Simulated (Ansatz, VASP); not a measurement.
## One calculation of BN, two programs

The input POSCAR:

```
BN
1.0
    0.0000000000     -1.8130010000     -1.8130010000
    0.0000000000      1.8130010000     -1.8130010000
    3.6260020000      0.0000000000      0.0000000000
B N
2 2
Direct
    0.5000000000      0.5000000000      0.5330943006
    0.0000000000      0.0000000000     -0.0330943006
    0.0000000000      0.5000000000      0.2500000000
    0.5000000000      0.0000000000      0.7500000000
```

The input INCAR.step1:

```
SYSTEM = BN
PREC = Accurate
ENCUT = 520
ISMEAR = 0
SIGMA = 0.05
LREAL = .False.
LASPH = .True.
NELM = 80
NBANDS = 16
GGA = PE
ALGO = Normal
EDIFF = 1E-4
LWAVE = .True.
LCHARG = .False.
```

The input INCAR.step2:

```
SYSTEM = BN
PREC = Accurate
ENCUT = 520
EDIFF = 1E-6
ISMEAR = 0
SIGMA = 0.05
LREAL = .False.
LASPH = .True.
NELM = 80
ALGO = Normal
ISIF = 2
LWAVE = .False.
LCHARG = .False.
METAGGA = R2SCAN
LMIXTAU = .True.
NBANDS = 16
ISTART = 1
```

File KPOINTS:

```
Automatic mesh
0
Gamma
  10 10 6
  0 0 0
```

Input for Ansatz:

```yaml
crystal:
  lattice:
    - [0.0, -1.813001, -1.813001]
    - [0.0, 1.813001, -1.813001]
    - [3.626002, 0.0, 0.0]
  atoms:
    - { symbol: B, position: [0.5, 0.5, 0.5330943006] }
    - { symbol: B, position: [0.0, 0.0, -0.0330943006] }
    - { symbol: "N", position: [0.0, 0.5, 0.25] }
    - { symbol: "N", position: [0.5, 0.0, 0.75] }
basis:
  ecutwfc: 500
kpoints:
  mp_grid: { grid: [10, 10, 6] }
hamiltonian:
  xc: r2scan
scf:
  occupations: { method: gaussian, width: 0.05 }
output:
  forces: true
  stress: true
  eigenvalues: true
```

Change from the starting cell: mode 12 (1156.9 1/cm) frozen in, largest displacement -0.120 Å.

Alike in both runs: task single point; functional r2SCAN; k mesh 10 × 10 × 6; occupations gaussian, width 0.05 eV; no spin polarisation.

|  | VASP | Ansatz |
| --- | --- | --- |
| version | VASP 6.6.1 | Ansatz 0.2.0 |
| potentials or method | VASP PAW PBE potentials, release 64 (B, N), cutoff 520 eV | scalar-relativistic, plane waves, PAW |
| valence electrons in the cell | 16 | 16 |

|  | VASP | Ansatz | Ansatz less VASP |
| --- | --- | --- | --- |
| gap on the k mesh at the Fermi level (eV) | 2.44 | 2.46 | +0.014 |
| least direct gap on the mesh (eV) | 4.32 | 4.34 | +0.017 |
| pressure (GPa) | 0.9 | -0.1 | -0.98 |
| traceless stress, the component that is largest in VASP (GPa) | -8.39 | -8.30 | +0.090 |
| rms of the force components (eV/Å) | 2.551 | 2.545 | -0.0061 |

VASP's potentials were made for PBE, not for r2SCAN. Atom by atom the forces differ by 0.006 eV/Å (rms over components).
